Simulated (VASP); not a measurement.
Pt: single point with PBEsol

Pt:

```
Pt
1.0
     2.73003    0.00000    0.00000
    -1.36501    2.36427    0.00000
     0.00000    0.00000    4.65137
Pt
2
Direct
  0.66667 0.33333 0.75000
  0.33333 0.66667 0.25000
```

```json
{
  "Program": "VASP 6.6.1",
  "Task": "single point",
  "Functional": "PBEsol",
  "Potentials or basis": "VASP PAW PBE potentials, release 64 (Pt)",
  "Cutoff": "520 eV",
  "k mesh": "18 × 18 × 10",
  "Occupations": "fermi-dirac, width 0.15 eV",
  "Spin": "no spin polarisation",
  "Dipole correction": "no",
  "Further INCAR settings": "ALGO = Fast; EDIFF = 1e-07; NBANDS = 17"
}
```

The pressure is 2.6 GPa. The band gap on the k mesh is zero (band 10 reaches 11.66 eV, above the bottom of band 11 at 10.28 eV).

Stress tensor (GPa, compression positive):
```
2.65 0.00 0.00
0.00 2.65 0.00
0.00 0.00 2.53
```

Levels at points of the mesh, in eV from the Fermi level:
```csv
k point,band 8,band 9,band 10,band 11,band 12,band 13
"(0.00, 0.00, 0.00)",-2.12,-2.12,-0.92,-0.28,-0.28,5.19
"(0.50, 0.00, 0.00)",0.05,0.22,0.47,2.28,3.80,7.49
"(0.00, 0.00, 0.50)",-3.74,-0.91,-0.91,-0.91,-0.91,12.58
"(0.50, 0.00, 0.50)",-1.03,0.37,0.37,1.62,1.62,6.70
```

Run time: 77 s on 1 thread of Intel Xeon 6975P-C, with other jobs on the host, peak memory 0.21 GiB.

Caveat: the PAW data sets were made with another functional, which shifts forces and pressure a little; spin-orbit coupling is left out, which moves the levels of the heavy elements.
